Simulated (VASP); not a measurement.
## Mg2Sn: electric field gradients with LDA

Mg2Sn:

```xyz
3
Lattice="0.0000 3.3119 3.3795 3.3119 0.0000 3.3795 3.3119 3.3119 0.0000" Properties=species:S:1:pos:R:3 pbc="T T T"
Mg    1.6560    1.6560    1.6898
Mg    4.9679    4.9679    5.0693
Sn    0.0000    0.0000    0.0000
```

This cell differs from its parent crystal: equal xx and yy strain of -2 %.

```
Program                : VASP 6.6.1
Task                   : electric field gradients
Functional             : LDA
Potentials or basis    : VASP PAW LDA potentials, release 64 (Mg, Sn_d)
Cutoff                 : 520 eV
k mesh                 : 11 × 11 × 11
Occupations            : fermi-dirac, width 0.08 eV
Spin                   : no spin polarisation
Dipole correction      : no
Further INCAR settings : ALGO = Normal; EDIFF = 1e-08; NBANDS = 16
```

The pressure is -0.4 GPa, the band gap on the k mesh is zero (bands 9 and 10 overlap by 0.19 eV) and the largest electric field gradient by atom is Mg +0.3; Sn +8.0 V/Å².

Stress tensor (GPa, compression positive):
```
-0.03  0.00  0.00
 0.00 -0.03  0.00
 0.00  0.00 -1.07
```

Levels at points of the mesh, in eV from the Fermi level:
```
           k point  band 6  band 7  band 8  band 9  band 10  band 11  band 12  band 13
(0.00, 0.00, 0.00)   -9.30   -0.04    0.06    0.06     1.56     2.22     2.22     2.33
```

Electric field gradients, principal values (V/Å²):
```csv
atom,least,middle,greatest (by size)
1 Mg,-0.135,-0.135,0.270
2 Mg,-0.135,-0.135,0.270
3 Sn,-4.013,-4.019,8.032
```

Run time: 48 s on 1 thread of Intel(R) Xeon(R) 6975P-C (Granite Rapids), on a shared host, peak memory 0.28 GiB.

Caveat: the cell differs from its parent crystal (equal xx and yy strain of -2 %); without QUAD_EFG the Cq values of the log hold for a quadrupole moment of 1 mb, not for the nuclei; spin-orbit coupling is left out, which moves the levels of the heavy elements.
